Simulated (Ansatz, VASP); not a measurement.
LiH in VASP and in Ansatz

```
Li H
1.0
     0.00000    2.23228    2.23228
     2.23228    0.00000    2.23228
     2.23228    2.23228    0.00000
Li H
1 1
Cartesian
  0.0000 0.0000 0.0000
  2.2323 2.2323 2.2323
```

Alike in both runs: task relaxation of cell and atoms; functional PBE; k mesh 14 × 14 × 14; occupations fermi-dirac, width 0.08 eV; no spin polarisation.

|  | VASP | Ansatz |
| --- | --- | --- |
| version | VASP 6.6.1 | Ansatz 0.2.0 |
| potentials or method | VASP PAW PBE potentials, release 64 (Li_sv, H) | PAW with Ansatz's default frozen-core files, scalar-relativistic |
| plane-wave cutoff (eV) | 600 | 420 |
| valence electrons in the cell | 4 | 4 |

```tsv
	VASP	Ansatz	Ansatz less VASP
relaxed volume (Å³/atom)	7.99	8.04	+0.049
relaxed cell length with the largest relative difference (Å)	2.828	2.833	+0.0058
```

Noted on VASP's run: the cutoff is short for stress, so the pressure is rough; the volume moved by over 15 % at a fixed basis, so the end points are rough.
